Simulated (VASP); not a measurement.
A run of VASP 6.6.1:

The input INCAR:

```
SYSTEM = Ir
PREC = Accurate
ENCUT = 520
EDIFF = 1E-6
ISMEAR = 1
SIGMA = 0.1
LREAL = .False.
LASPH = .True.
NELM = 60
ALGO = Normal
ISIF = 2
LWAVE = .False.
LCHARG = .False.
GGA = PS
NBANDS = 16
```

File KPOINTS:

```
Automatic mesh
0
Gamma
  12 12 7
  0 0 0
```

The input POSCAR:

```
Ir
1.0
    2.6564261458      0.0000000000      0.0000000000
   -1.3282130777      2.3005325274      0.0000000000
    0.0000000000      0.0000000000      4.3082936260
Ir
2
Direct
    0.6666666667      0.3333333333      0.7500000000
    0.3333333333      0.6666666667      0.2500000000
```

Potentials or basis: VASP PAW PBE potentials, release 64 (Ir).

Command:

```sh
$ cat potpaw_PBE.64/Ir/POTCAR > POTCAR
$ mpirun -np 1 vasp_std > vasp.out
```

Hardware: 1 thread of Intel(R) Xeon(R) Platinum 8488C (Sapphire Rapids), on a shared host.

Task: Estimate the wall time of this run.

Result: It took 16 s on 1 thread of Intel(R) Xeon(R) Platinum 8488C (Sapphire Rapids), with other jobs on the host, peak memory 0.15 GiB. Counts: scf iterations 11, k points 76.
